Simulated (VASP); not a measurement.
# Au (P6_3/mmc) in VASP: further runs, part 3 of 3

VASP 6.6.1. Earlier steps stand in the parts before.

### Step 6. Electric field gradients, PBE (volume scaled by 0.9405)

The input, INCAR:

```
PREC = Accurate
ENCUT = 400
EDIFF = 1E-8
ISMEAR = -1
SIGMA = 0.03
LREAL = F
LASPH = T
NELM = 120
ALGO = Normal
ISIF = 2
LWAVE = F
LCHARG = F
GGA = PE
LEFG = T
NBANDS = 26
GGA_COMPAT = F
```

The input, KPOINTS:

```
regular mesh
0
Gamma
  14 14 8
```

The input, POSCAR:

```
Au
1.0
    2.8413017565      0.0000000000      0.0000000000
   -1.4206508782      2.4606395010      0.0000000000
    0.0000000000      0.0000000000      4.7812276454
Au
2
Direct
    0.3333333333      0.6666666667      0.7500000000
    0.6666666667      0.3333333333      0.2500000000
```

Potentials or basis: VASP PAW PBE potentials, release 64 (Au_sv_GW).

Launch:

```console
> cat potpaw_PBE.64/Au_sv_GW/POTCAR > POTCAR
> mpirun -np 1 vasp_std > vasp.out
```

OUTCAR:

```text
PREC = Accurate
   ENCUT = 400
   EDIFF = 1E-8
   ISMEAR = -1
   LREAL = F
   LASPH = T
   NELM = 120
   ISIF = 2
   GGA = PE

 ion  position               nearest neighbor table
   1  0.333  0.667  0.750-   2 2.90   2 2.90   2 2.90   2 2.90   2 2.90   2 2.90
   2  0.667  0.333  0.250-   1 2.90   1 2.90   1 2.90   1 2.90   1 2.90   1 2.90

  LATTYP: Found a hexagonal cell.
 ALAT       =     2.8413017565
 C/A-ratio  =     1.6827595430

  Lattice vectors:

 A1 = (   2.8413017565,   0.0000000000,   0.0000000000)
 A2 = (  -1.4206508782,   2.4606395010,   0.0000000000)
 A3 = (   0.0000000000,   0.0000000000,   4.7812276454)

Analysis of symmetry for initial positions (statically):
=====================================================================
 Subroutine PRICEL returns:
 Original cell was already a primitive cell.

 Routine SETGRP: Setting up the symmetry group for a
 hexagonal supercell.

 Subroutine GETGRP returns: Found 24 space group operations
 (whereof 12 operations were pure point group operations)
 out of a pool of 24 trial point group operations.

The static configuration has the point symmetry D_3d.
 The point group associated with its full space group is D_6h.

Analysis of symmetry for dynamics (positions and initial velocities):
=====================================================================
 Subroutine PRICEL returns:
 Original cell was already a primitive cell.

 Routine SETGRP: Setting up the symmetry group for a
 hexagonal supercell.

 Subroutine GETGRP returns: Found 24 space group operations
 (whereof 12 operations were pure point group operations)
 out of a pool of 24 trial point group operations.

The dynamic configuration has the point symmetry D_3d.
 The point group associated with its full space group is D_6h.

 Subroutine INISYM returns: Found 24 space group operations
 (whereof 12 operations are pure point group operations),
 and found     1 'primitive' translations

----------------------------------------------------------------------------------------

                                     Primitive cell

  volume of cell :      33.4276

  direct lattice vectors                    reciprocal lattice vectors
     2.841301757  0.000000000  0.000000000     0.351951354  0.203199209  0.000000000
    -1.420650878  2.460639501  0.000000000     0.000000000  0.406398418  0.000000000
     0.000000000  0.000000000  4.781227645     0.000000000  0.000000000  0.209151305

  length of vectors
     2.841301757  2.841301757  4.781227645     0.406398418  0.406398418  0.209151305

  position of ions in fractional coordinates (direct lattice)
     0.333333333  0.666666667  0.750000000
     0.666666667  0.333333333  0.250000000

  ion indices of the primitive-cell ions
   primitive index   ion index
                 1           1
                 2           2

----------------------------------------------------------------------------------------

 KPOINTS: regular mesh

Automatic generation of k-mesh.
 Grid dimensions read from file:
 generate k-points for:   14   14    8
[... 65 lines left out ...]
   LREAL  =      F    real-space projection
   EDIFFG = 0.1E-06   stopping-criterion for IOM
   NSW    =      0    number of steps for IOM
   IBRION =     -1    ionic relax: 0-MD 1-quasi-New 2-CG
   NFREE  =      0    steps in history (QN), initial steepest desc. (CG)
   ISIF   =      2    stress and relaxation
   ISYM   =      2    0-nonsym 1-usesym 2-fastsym
   POTIM  = 0.5000    time-step for ionic-motion
   TEBEG  =    0.0;   TEEND  =   0.0 temperature during run
   PSTRESS=    0.0 pullay stress
   NELECT =      38.0000    total number of electrons
   NUPDOWN=      -1.0000    fix difference up-down
   EMIN   =  10.00;   EMAX   =-10.00  energy-range for DOS
   EFERMI =   0.00;   METHOD = LEGACY
   ISMEAR =    -1;   SIGMA  =   0.03  broadening in eV -4-tet -1-fermi 0-gaus
   EFERMI_NEDOS =   21; number of points for ismear=-14 and -15
   IALGO  =     38    algorithm
   IMIX   =      4    mixing-type and parameters
     AMIX     =   0.40;   BMIX     =  1.00
     AMIX_MAG =   1.60;   BMIX_MAG =  1.00
  volume/ion in A,a.u.               =      16.71       112.79
  Fermi-wavevector in a.u.,A,eV,Ry     =   1.708577  3.228741 39.718587  2.919234
  Thomas-Fermi vector in A             =   2.787219
   LORBIT       =      0    0 simple, 1 ext, 2 COOP (PROOUT), +10 PAW based schemes
   GGA     = PE    functional components
   LHFCALC =     F    Hartree Fock is set to
   AEXX    =    0.0000 exact exchange contribution
   IVDW    =     0    specifies the selected vdW correction
   LEPSILON=     F    determine dielectric tensor
   LRPA    =     F    only Hartree local field effects (RPA)
 non-spin polarized calculation
  energy-cutoff  :      400.00
  volume of cell :       33.43
 maximum number of plane-waves:       622
 NGX is ok and might be reduce to    20
   NGX =  9   NGY =  9   NGZ = 15

 number of electron      38.0000002 magnetization

 Free energy of the ion-electron system (eV)
  ---------------------------------------------------
  ext. energy  EPLUGINS =         0.00000000
  ---------------------------------------------------
  free energy    TOTEN  =        -5.05855796 eV

  energy without entropy =       -5.05497276  energy(sigma->0) =       -5.05676536

 E-fermi :   9.1317     XC(G=0): -13.4264

 val. band max:        9.0677698130   @ k =   0.5000   0.0000   0.2500
 cond. band min:       9.1392748973   @ k =   0.1429   0.0000   0.1250
 fundamental gap:      0.0715050843
 Fermi energy:         9.1316546862

 k-point     1 :       0.0000    0.0000    0.0000
  band No.  band energies     occupation
      1     -96.6223      2.00000
      2     -96.6115      2.00000
      3     -48.0630      2.00000
      4     -47.8817      2.00000
      5     -47.8817      2.00000
      6     -47.8517      2.00000
[... 685 lines left out ...]
     25      20.4808      0.00000
     26      20.6614      0.00000

 [... further k-points ...]
[... 5 lines left out ...]
  --------------------------------------------------------------------------------------
  -------------------------------------------------------------------------------------
  Total        1.8824565      1.8824565      1.5347588      0.0000000      0.0000000      0.0000000
  in kB       90.2258046     90.2258046     73.5607170      0.0000000      0.0000000      0.0000000
  external PRESSURE =      84.6707754 kB  Pullay stress =       0.0000000 kB

 VOLUME and BASIS-vectors are now :
 -----------------------------------------------------------------------------
  energy-cutoff  :      400.00
  volume of cell :       33.43
      direct lattice vectors                 reciprocal lattice vectors
     2.841301757  0.000000000  0.000000000     0.351951354  0.203199209  0.000000000
    -1.420650878  2.460639501  0.000000000     0.000000000  0.406398418  0.000000000
     0.000000000  0.000000000  4.781227645     0.000000000  0.000000000  0.209151305

 POSITION                                       TOTAL-FORCE (eV/Angst)
 -----------------------------------------------------------------------------------
     -0.00000      1.64043      3.58592         0.000000      0.000000      0.000000
      1.42065      0.82021      1.19531        -0.000000     -0.000000      0.000000
 -----------------------------------------------------------------------------------
    total drift:                               -0.000000      0.000000     -0.000000

  FREE ENERGIE OF THE ION-ELECTRON SYSTEM (eV)
  ---------------------------------------------------
  free  energy   TOTEN  =        -5.0585579632 eV

  energy  without entropy=       -5.0549727607  energy(sigma->0) =       -5.05676536

 Electric field gradients (V/A^2)
---------------------------------------------------------------------
 ion       V_xx      V_yy      V_zz      V_xy      V_xz      V_yz
---------------------------------------------------------------------
   1     -11.400   -11.396    22.797     0.004     0.000    -0.000
   2     -11.400   -11.396    22.797     0.004    -0.000     0.000
---------------------------------------------------------------------

 Electric field gradients after diagonalization (V/A^2)
 (convention: |V_zz| > |V_xx| > |V_yy|)
----------------------------------------------------------------------
 ion       V_xx      V_yy      V_zz     asymmetry (V_yy - V_xx)/ V_zz
----------------------------------------------------------------------
   1     -11.403   -11.394    22.797       0.000
   2     -11.403   -11.394    22.797       0.000
----------------------------------------------------------------------

           NMR quadrupolar parameters

 Cq : quadrupolar parameter    Cq=e*Q*V_zz/h
 eta: asymmetry parameters     (V_yy - V_xx)/ V_zz
 Q  : nuclear electric quadrupole moment in mb (millibarn)
----------------------------------------------------------------------
 ion       Cq(MHz)       eta       Q (mb)
----------------------------------------------------------------------
   1       0.055       0.000       1.000
   2       0.055       0.000       1.000
----------------------------------------------------------------------
```

OSZICAR:

```text
N       E                     dE             d eps       ncg     rms          rms(c)
DAV:   1     0.639843291813E+03    0.63984E+03   -0.22164E+04  9916   0.216E+03
DAV:   2     0.683763575989E+02   -0.57147E+03   -0.54011E+03  8416   0.881E+02
DAV:   3    -0.290795821959E+01   -0.71284E+02   -0.68774E+02  9588   0.350E+02
DAV:   4    -0.695323274286E+01   -0.40453E+01   -0.40292E+01 10244   0.833E+01
DAV:   5    -0.709641891415E+01   -0.14319E+00   -0.14314E+00  9952   0.158E+01    0.169E+01
DAV:   6    -0.517309805951E+01    0.19233E+01   -0.39160E+00 10920   0.383E+01    0.132E+01
DAV:   7    -0.506990495449E+01    0.10319E+00   -0.30317E-01 11204   0.718E+00    0.735E+00
DAV:   8    -0.505873783801E+01    0.11167E-01   -0.31246E-02  9622   0.484E+00    0.113E+00
DAV:   9    -0.505845471323E+01    0.28312E-03   -0.15437E-03 10932   0.101E+00    0.174E-01
DAV:  10    -0.505855734255E+01   -0.10263E-03   -0.94740E-05 10158   0.173E-01    0.970E-03
DAV:  11    -0.505855857661E+01   -0.12341E-05   -0.14524E-06 10344   0.216E-02    0.611E-03
DAV:  12    -0.505855801203E+01    0.56459E-06   -0.10765E-07  9454   0.846E-03    0.473E-04
DAV:  13    -0.505855795438E+01    0.57645E-07   -0.30190E-09  4978   0.141E-03    0.405E-04
DAV:  14    -0.505855797059E+01   -0.16204E-07   -0.14692E-09  4540   0.599E-04    0.195E-04
DAV:  15    -0.505855796316E+01    0.74260E-08   -0.58199E-10  4216   0.717E-04
   1 F= -.50585580E+01 E0= -.50567654E+01  d E =-.358520E-02
```

Wall time 50 s (1 thread of AMD EPYC 9R45 (Zen 5), shared host); peak memory 0.15 GiB.

Results:

```
Free energy            : -5.0586 eV
Pressure               : 8.5 GPa
Band gap on the k mesh : zero (band 19 reaches 13.15 eV, above the bottom of band 20 at 6.41 eV)
```

Stress tensor (GPa, compression positive):
```
9.02 0.00 0.00
0.00 9.02 0.00
0.00 0.00 7.36
```

Electric field gradients, principal values (V/Å²):
| atom | least | middle | greatest (by size) |
| --- | --- | --- | --- |
| 1 Au | -11.394 | -11.403 | 22.797 |
| 2 Au | -11.394 | -11.403 | 22.797 |

Caveat: without QUAD_EFG the Cq values of the log hold for a quadrupole moment of 1 mb, not for the nuclei; spin-orbit coupling is left out, which moves the levels of the heavy elements.

### Step 7. Summary

```tsv
potentials or basis	cell	cutoff (eV)	second run	gap on the mesh (eV)	pressure (GPa)
VASP PAW PBE potentials, release 64 (Au)	a = 2.871, b = 2.871, c = 4.978 Å, angles 90.0, 90.0, 120.0°, 2 atoms	520	-	none	2.1
VASP PAW PBE potentials, release 64 (Au_sv_GW)	a = 2.871, b = 2.871, c = 4.978 Å, angles 90.0, 90.0, 120.0°, 2 atoms	400	valence_matched	none	-1.6
VASP PAW PBE potentials, release 64 (Au_sv_GW)	a = 2.900, b = 2.900, c = 4.880 Å, angles 90.0, 90.0, 120.0°, 2 atoms	400	valence_matched	none	-2.0
VASP PAW PBE potentials, release 64 (Au_sv_GW)	a = 2.841, b = 2.841, c = 4.781 Å, angles 90.0, 90.0, 120.0°, 2 atoms	400	valence_matched	none	8.5
```

Alike in all rows: task electric field gradients; level PBE; no spin polarisation; k mesh 14 × 14 × 8; smearing fermi-dirac 0.03 eV.

Caveats: spin-orbit coupling is left out, which moves the levels of the heavy elements.

Total energies depend on the potentials used, so only differences within one code and one set of settings carry meaning.
